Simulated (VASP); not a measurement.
Crystal: Te.

```
Te
1.0
    -1.65236    1.65236    1.65236
     1.65236   -1.65236    1.65236
     1.65236    1.65236   -1.65236
Te
1
Direct
  0.00000 0.00000 0.00000
```

| Property | Result |
| --- | --- |
| Program | VASP 6.6.1 |
| Task | relaxation of cell and atoms |
| Functional | PBE |
| Potentials or basis | VASP PAW PBE potentials, release 64 (Te) |
| Cutoff | 600 eV |
| k mesh | 14 × 14 × 14 |
| Occupations | fermi-dirac, width 0.05 eV |
| Spin | no spin polarisation |

At the start: pressure 73.5 GPa; volume 18.05 Å³/atom.

Q: Where does the relaxation end?

A: Over 24 steps the energy falls by 1560.7 meV/atom and the volume is 28.56 Å³/atom (+58.3 %); space group Im-3m (No. 229, to 0.05 Å).

The path:
```csv
step,energy change (eV),largest force (eV/Å),pressure (GPa),volume (Å³)
1,0.0000,0.0000,73.51,18.05
2,-0.6924,0.0000,-7.39,49.45
3,-1.5561,0.0000,-1.58,29.46
4,-1.5595,0.0000,-0.83,29.01
5,-1.5607,0.0000,0.03,28.54
6,-1.5607,0.0000,0.03,28.54
7,-1.5607,0.0000,0.03,28.54
8,-1.5607,0.0000,0.03,28.54
9,-1.5607,0.0000,0.03,28.54
10,-1.5607,0.0000,0.03,28.54
11,-1.5607,0.0000,0.03,28.54
12,-1.5607,0.0000,0.03,28.54
13,-1.5607,0.0000,0.03,28.54
14,-1.5607,0.0000,0.03,28.54
15,-1.5607,0.0000,0.03,28.54
16,-1.5607,0.0000,0.03,28.54
17,-1.5607,0.0000,0.03,28.54
18,-1.5607,0.0000,0.03,28.54
19,-1.5607,0.0000,0.03,28.54
20,-1.5607,0.0000,0.03,28.55
21,-1.5607,0.0000,0.03,28.55
22,-1.5607,0.0000,-0.03,28.57
23,-1.5607,0.0000,-0.04,28.56
24,-1.5607,0.0000,-0.02,28.56
```

Final structure:
```
Te
1.0
    -1.92556    1.92556    1.92556
     1.92556   -1.92556    1.92556
     1.92556    1.92556   -1.92556
Te
1
Direct
  0.00000 0.00000 0.00000
```

Caveat: the volume moved by over 15 % at a fixed basis, so the end points are rough.
